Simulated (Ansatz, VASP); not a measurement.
**One calculation of SnSe2, two programs**

The input INCAR:

```
SYSTEM = SnSe2
ALGO = Normal
EDIFF = 1E-6
ENCUT = 520
GGA = PE
ISIF = 2
ISMEAR = 0
LASPH = .TRUE.
LCHARG = .FALSE.
LREAL = .FALSE.
LWAVE = .FALSE.
NBANDS = 20
NELM = 80
PREC = Accurate
SIGMA = 0.05
```

Contents of KPOINTS:

```
k-points
0
G
  12 12 4
  0 0 0
```

Contents of POSCAR:

```
SnSe2
1.0
    3.9247910363      0.0000000000      0.0000000000
   -1.9623955182      3.3989687419      0.0000000000
    0.0000000000      0.0000000000      6.8004099281
Sn Se
1 2
Direct
    0.0000000000      0.0000000000      0.0000000000
    0.3333333333      0.6666666667      0.2281493097
    0.6666666667      0.3333333333      0.7718506903
```

Input for Ansatz:

```yaml
crystal:
  lattice:
    - [3.9247910363, 0.0, 0.0]
    - [-1.9623955182, 3.3989687419, 0.0]
    - [0.0, 0.0, 6.8004099281]
  atoms:
    - { symbol: Sn, position: [0.0, 0.0, 0.0] }
    - { symbol: Se, position: [0.3333333333, 0.6666666667, 0.2281493097] }
    - { symbol: Se, position: [0.6666666667, 0.3333333333, 0.7718506903] }
basis:
  ecutwfc: 420
kpoints:
  mp_grid: { grid: [12, 12, 4] }
hamiltonian:
  xc: pbe
scf:
  occupations: { method: gaussian, width: 0.05 }
output:
  forces: true
  stress: true
  eigenvalues: true
```

Alike in both runs: task single point; functional PBE; k mesh 12 × 12 × 4; occupations gaussian, width 0.05 eV; no spin polarisation.

|  | VASP | Ansatz |
| --- | --- | --- |
| version | VASP 6.6.1 | Ansatz 0.2.0 |
| potentials or method | VASP PAW PBE potentials, release 64 (Sn_d, Se), cutoff 520 eV | scalar-relativistic, plane waves, PAW |
| valence electrons in the cell | 26 | 46 |

|  | VASP | Ansatz | Ansatz less VASP |
| --- | --- | --- | --- |
| gap on the k mesh at the Fermi level (eV) | 0.85 | 0.85 | +0.002 |
| least direct gap on the mesh (eV) | 1.15 | 1.16 | +0.003 |
| pressure (GPa) | -0.1 | -0.1 | -0.05 |
| traceless stress, the component that is largest in VASP (GPa) | 1.37 | 1.37 | -0.002 |
| rms of the force components (eV/Å) | 0.112 | 0.106 | -0.0053 |

Atom by atom the forces differ by 0.005 eV/Å (rms over components). VASP's potentials hold 26 valence electrons a cell and Ansatz's 46, so a difference there can come from the potentials and not from the codes.
